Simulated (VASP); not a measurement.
# MgGe2 (Fd-3m) in VASP: notebook, part 2 of 2

VASP 6.6.1. The steps go on from the part before.

**3. Relaxation of cell and atoms, PBE**

This run uses another cell than the first one, of 18.06 Å³/atom, 0.849 times its volume.

The input, INCAR:

```
SYSTEM = MgGe2
PREC = Accurate
ENCUT = 600
EDIFF = 1E-7
ISMEAR = 0
SIGMA = 0.1
LREAL = .FALSE.
LASPH = .TRUE.
NELM = 100
ALGO = Normal
ISIF = 3
LWAVE = .FALSE.
LCHARG = .FALSE.
GGA = PE
IBRION = 2
NSW = 90
EDIFFG = -0.04
```

The input, KPOINTS:

```
Automatic mesh
0
G
  4 4 4
  0 0 0
```

The input, POSCAR:

```
MgGe2
1.0
    0.0000000000      3.7842387100      3.7842387100
    3.7842387100      0.0000000000      3.7842387100
    3.7842387100      3.7842387100      0.0000000000
Mg Ge
2 4
Direct
    0.2500000000      0.2500000000      0.2500000000
    0.0000000000      0.0000000000      0.0000000000
    0.6250000000      0.6250000000      0.6250000000
    0.1250000000      0.6250000000      0.6250000000
    0.6250000000      0.1250000000      0.6250000000
    0.6250000000      0.6250000000      0.1250000000
```

Potentials or basis: VASP PAW PBE potentials, release 64 (Mg, Ge_d).

Launch:

```bash
cat potpaw_PBE.64/Mg/POTCAR potpaw_PBE.64/Ge_d/POTCAR > POTCAR
mpirun -np 1 vasp_std > vasp.out
```

OUTCAR:

```text
SYSTEM = MgGe2
   PREC = Accurate
   ENCUT = 600
   EDIFF = 1E-7
   ISMEAR = 0
   LREAL = .FALSE.
   LASPH = .TRUE.
   NELM = 100
   ISIF = 3
   GGA = PE
   IBRION = 2
   NSW = 90
   EDIFFG = -0.04

 ion  position               nearest neighbor table
   1  0.250  0.250  0.250-   4 3.14   5 3.14   6 3.14   3 3.14   4 3.14   5 3.14   3 3.14   4 3.14
                             6 3.14   3 3.14   5 3.14   6 3.14   2 3.28   2 3.28   2 3.28   2 3.28
   2  0.000  0.000  0.000-   3 3.14   5 3.14   6 3.14   3 3.14   4 3.14   6 3.14   3 3.14   4 3.14
                             5 3.14   4 3.14   5 3.14   6 3.14   1 3.28   1 3.28   1 3.28   1 3.28
   3  0.625  0.625  0.625-   4 2.68   5 2.68   6 2.68   6 2.68   5 2.68   4 2.68   2 3.14   1 3.14
                             2 3.14   1 3.14   2 3.14   1 3.14
   4  0.125  0.625  0.625-   3 2.68   6 2.68   5 2.68   3 2.68   5 2.68   6 2.68   1 3.14   2 3.14
                             1 3.14   2 3.14   1 3.14   2 3.14
   5  0.625  0.125  0.625-   3 2.68   6 2.68   3 2.68   4 2.68   6 2.68   4 2.68   1 3.14   1 3.14
                             2 3.14   1 3.14   2 3.14   2 3.14
   6  0.625  0.625  0.125-   3 2.68   3 2.68   4 2.68   5 2.68   5 2.68   4 2.68   1 3.14   2 3.14
                             2 3.14   1 3.14   2 3.14   1 3.14

  LATTYP: Found a face centered cubic cell.
 ALAT       =     7.5684774200

  Lattice vectors:

 A1 = (   0.0000000000,   3.7842387100,   3.7842387100)
 A2 = (   3.7842387100,   0.0000000000,   3.7842387100)
 A3 = (   3.7842387100,   3.7842387100,   0.0000000000)

Analysis of symmetry for initial positions (statically):
=====================================================================
 Subroutine PRICEL returns:
 Original cell was already a primitive cell.

 Routine SETGRP: Setting up the symmetry group for a
 face centered cubic supercell.

 Subroutine GETGRP returns: Found 48 space group operations
 (whereof 24 operations were pure point group operations)
 out of a pool of 48 trial point group operations.

The static configuration has the point symmetry T_d .
 The point group associated with its full space group is O_h .

Analysis of symmetry for dynamics (positions and initial velocities):
=====================================================================
 Subroutine PRICEL returns:
 Original cell was already a primitive cell.

 Routine SETGRP: Setting up the symmetry group for a
 face centered cubic supercell.

 Subroutine GETGRP returns: Found 48 space group operations
 (whereof 24 operations were pure point group operations)
 out of a pool of 48 trial point group operations.

The dynamic configuration has the point symmetry T_d .
 The point group associated with its full space group is O_h .

 Subroutine INISYM returns: Found 48 space group operations
 (whereof 24 operations are pure point group operations),
 and found     1 'primitive' translations

----------------------------------------------------------------------------------------

                                     Primitive cell

  volume of cell :     108.3841

[... 138 lines left out ...]
 k-point     1 :       0.0000    0.0000    0.0000
  band No.  band energies     occupation
      1     -18.5576      2.00000
      2     -18.4700      2.00000
      3     -18.4700      2.00000
      4     -18.4700      2.00000
      5     -18.4593      2.00000
      6     -18.4593      2.00000
[... 301 lines left out ...]
     35      10.1413      0.00000
     36      10.1413      0.00000

------------------------ aborting loop because EDIFF is reached ----------------------------------------

  FORCE on cell =-STRESS in cart. coord.  units (eV):
  Direction    XX          YY          ZZ          XY          YZ          ZX
  --------------------------------------------------------------------------------------
  -------------------------------------------------------------------------------------
  Total        6.9498587      6.9498587      6.9498587     -0.0000000     -0.0000000     -0.0000000
  in kB      102.7356071    102.7356071    102.7356071     -0.0000000     -0.0000000     -0.0000000
  external PRESSURE =     102.7356071 kB  Pullay stress =       0.0000000 kB

 VOLUME and BASIS-vectors are now :
 -----------------------------------------------------------------------------
  energy-cutoff  :      600.00
  volume of cell :      108.38
      direct lattice vectors                 reciprocal lattice vectors
     0.000000000  3.784238710  3.784238710    -0.132126971  0.132126971  0.132126971
     3.784238710  0.000000000  3.784238710     0.132126971 -0.132126971  0.132126971
     3.784238710  3.784238710  0.000000000     0.132126971  0.132126971 -0.132126971

 POSITION                                       TOTAL-FORCE (eV/Angst)
 -----------------------------------------------------------------------------------
      1.89212      1.89212      1.89212         0.000000     -0.000000      0.000000
      0.00000      0.00000      0.00000        -0.000000      0.000000     -0.000000
      4.73030      4.73030      4.73030         0.000000      0.000000      0.000000
      4.73030      2.83818      2.83818         0.000000      0.000000      0.000000
      2.83818      4.73030      2.83818         0.000000      0.000000      0.000000
      2.83818      2.83818      4.73030         0.000000      0.000000      0.000000
 -----------------------------------------------------------------------------------
    total drift:                                0.000000      0.000000      0.000000

  FREE ENERGIE OF THE ION-ELECTRON SYSTEM (eV)
  ---------------------------------------------------
  free  energy   TOTEN  =       -19.0672954907 eV

  energy  without entropy=      -19.0513344014  energy(sigma->0) =      -19.05931495

--------------------------------------- Ionic step        2  -------------------------------------------

 number of electron      59.9999971 magnetization

 Free energy of the ion-electron system (eV)
  ---------------------------------------------------
  ext. energy  EPLUGINS =         0.00000000
  ---------------------------------------------------
  free energy    TOTEN  =       -19.63210153 eV

  energy without entropy =      -19.60273279  energy(sigma->0) =      -19.61741716

 E-fermi :   5.1054     XC(G=0):  -9.9751

 val. band max:        5.0835859388   @ k =   0.5000   0.0000   0.0000
 cond. band min:       5.1182950521   @ k =   0.5000   0.5000   0.0000
 fundamental gap:      0.0347091133
 Fermi energy:         5.1053875319

 k-point     1 :       0.0000    0.0000    0.0000
  band No.  band energies     occupation
      1     -19.8372      2.00000
      2     -19.7865      2.00000
      3     -19.7865      2.00000
      4     -19.7865      2.00000
      5     -19.7824      2.00000
      6     -19.7824      2.00000
[... 301 lines left out ...]
     35       8.4457      0.00000
     36       8.4457      0.00000

------------------------ aborting loop because EDIFF is reached ----------------------------------------

  FORCE on cell =-STRESS in cart. coord.  units (eV):
  Direction    XX          YY          ZZ          XY          YZ          ZX
  --------------------------------------------------------------------------------------
  -------------------------------------------------------------------------------------
  Total        0.1774200      0.1774200      0.1774200     -0.0000000      0.0000000      0.0000000
  in kB        2.2279429      2.2279429      2.2279429     -0.0000000      0.0000000      0.0000000
  external PRESSURE =       2.2279429 kB  Pullay stress =       0.0000000 kB

 VOLUME and BASIS-vectors are now :
 -----------------------------------------------------------------------------
  energy-cutoff  :      600.00
  volume of cell :      127.59
      direct lattice vectors                 reciprocal lattice vectors
     0.000000000  3.995701736  3.995701736    -0.125134465  0.125134465  0.125134465
     3.995701736 -0.000000000  3.995701736     0.125134465 -0.125134465  0.125134465
     3.995701736  3.995701736 -0.000000000     0.125134465  0.125134465 -0.125134465

 POSITION                                       TOTAL-FORCE (eV/Angst)
 -----------------------------------------------------------------------------------
      1.99785      1.99785      1.99785        -0.000000      0.000000      0.000000
      3.99570      3.99570      7.99140         0.000000     -0.000000     -0.000000
      4.99463      4.99463      4.99463         0.000000      0.000000     -0.000000
      4.99463      2.99678      2.99678         0.000000      0.000000     -0.000000
      2.99678      4.99463      2.99678         0.000000      0.000000     -0.000000
      2.99678      2.99678      4.99463         0.000000      0.000000     -0.000000
 -----------------------------------------------------------------------------------
    total drift:                                0.000000      0.000000      0.000000

  FREE ENERGIE OF THE ION-ELECTRON SYSTEM (eV)
  ---------------------------------------------------
  free  energy   TOTEN  =       -19.6321015278 eV

  energy  without entropy=      -19.6027327901  energy(sigma->0) =      -19.61741716

 reached required accuracy - stopping structural energy minimisation
```

Wall time 48 s (1 thread of Intel Xeon 6975P-C (Granite Rapids), shared host); peak memory 0.33 GiB.

Results:

```yaml
Free_energy: -19.6321 eV
Relaxed_volume: 21.26 Å³/atom
Relaxed_cell: a = 5.651 Å, b = 5.651 Å, c = 5.651 Å, α = 60.00°, β = 60.00°, γ = 60.00°
Space_group_after_relaxing_to_0.05_Å: Fd-3m (No. 227)
Energy_gained_by_relaxing: 94.1 meV/atom
Ionic_steps: 2
Pressure_after_relaxing: 0.2 GPa
Band_gap_on_the_k_mesh: zero (band 30 reaches 5.18 eV, above the bottom of band 31 at 3.27 eV)
```

Step by step:
```
step  energy change (eV)  largest force (eV/Å)  pressure (GPa)  volume (Å³)
   1              0.0000                0.0000           10.27       108.38
   2             -0.5648                0.0000            0.22       127.59
```

Final structure:
```
Mg Ge
1.0
     0.00000    3.99570    3.99570
     3.99570    0.00000    3.99570
     3.99570    3.99570    0.00000
Mg Ge
2 4
Direct
  0.25000 0.25000 0.25000
  0.00000 0.00000 0.00000
  0.62500 0.62500 0.62500
  0.12500 0.62500 0.62500
  0.62500 0.12500 0.62500
  0.62500 0.62500 0.12500
```

Caveat: the volume moved by over 15 % at a fixed basis, so the end points are rough.
